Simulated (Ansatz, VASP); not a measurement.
One calculation of SbO4, two programs

```
Sb O
1.0
     4.30037    0.00000    0.00000
    -2.15019    3.72423    0.00000
     0.00000    0.00000    3.65291
Sb O
1 4
Cartesian
  0.0000 0.0000 0.0000
  0.0000 2.4828 2.4814
  0.0000 2.4828 1.1715
  2.1502 1.2414 1.1715
  2.1502 1.2414 2.4814
```

Alike in both runs: functional PBE; k mesh 6 × 6 × 4; occupations gaussian, width 0.1 eV; no spin polarisation.

Ansatz relaxed the structure, and its values are those at the end. VASP's run is a single point on that final structure, the one shown.

|  | VASP | Ansatz |
| --- | --- | --- |
| version | VASP 6.6.1 | Ansatz 0.2.0 |
| potentials or method | VASP PAW PBE potentials, release 64 (Sb, O), cutoff 520 eV | scalar-relativistic, plane waves, PAW |
| valence electrons in the cell | 29 | 39 |

VASP gave:

| Property | Result |
| --- | --- |
| gap on the k mesh at the Fermi level (eV) | none |
| pressure (GPa) | 0.4 |
| rms of the force components (eV/Å) | 0.246 |

Question: Estimate Ansatz's values.

Answer: gap on the k mesh at the Fermi level (eV): none; pressure (GPa): -0.1; rms of the force components (eV/Å): 0.016.

A gap of «none» marks a metal or a gap that the smearing closes. The functional is the same, so the differences come from potentials, cutoffs and numerics. VASP's potentials hold 29 valence electrons a cell and Ansatz's 39, so a difference there can come from the potentials and not from the codes.

The k mesh is coarse, so the values compare programs but aren't converged. Neither program's run includes spin-orbit coupling.
